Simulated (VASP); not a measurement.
Wanted: the native input for a VASP 6.6.1 run.

| Property | Result |
| --- | --- |
| Task | single point |
| Functional | PBE |
| Potentials or basis | VASP PAW PBE potentials, release 64 (B, P) |
| Cutoff | 500 eV |
| k mesh | 10 × 10 × 10 |
| Occupations | gaussian, width 0.02 eV |
| Spin | no spin polarisation |
| Dipole correction | no |
| Further INCAR settings | ALGO = Normal; EDIFF = 1e-06; NBANDS = 11 |

The structure of BP lies in POSCAR:

```
BP
1.0
    0.0000000000      2.2742097018      2.2742097018
    2.2742097018      0.0000000000      2.2742097018
    2.2742097018      2.2742097018      0.0000000000
B P
1 1
Direct
    0.2500000000      0.2500000000      0.2500000000
    0.5000000000      0.5000000000      0.5000000000
```

One way to write it, as run:

INCAR

```
PREC     = Accurate       # precision mode
ENCUT    = 500            # plane-wave cutoff, eV
EDIFF    = 1E-6           # SCF threshold, eV
ISMEAR   = 0              # smearing method
SIGMA    = 0.02           # smearing width, eV
LREAL    = False          # projectors in reciprocal space
LASPH    = True           # aspherical terms in the spheres
NELM     = 120            # most SCF steps
ALGO     = Normal         # electronic algorithm
ISIF     = 2              # what is computed and relaxed
LWAVE    = False          # write WAVECAR
LCHARG   = False          # write CHGCAR
GGA      = PE             # functional
NBANDS   = 11             # bands
GGA_COMPAT= False
```

KPOINTS

```
Automatic mesh
0
Gamma
  10 10 10
```

Potentials or basis: VASP PAW PBE potentials, release 64 (B, P).

Run with:

```sh
$ cat potpaw_PBE.64/B/POTCAR potpaw_PBE.64/P/POTCAR > POTCAR
$ mpirun -np 1 vasp_std > vasp.out
```

Results of the run:

| Item | Value |
| --- | --- |
| Pressure | -0.2 GPa |
| Band gap on the k mesh | 1.25 eV, indirect (least direct gap 3.39 eV) |

Run time: 14 s on 1 thread of Intel Xeon 8259CL (shared host), peak memory 0.13 GiB.
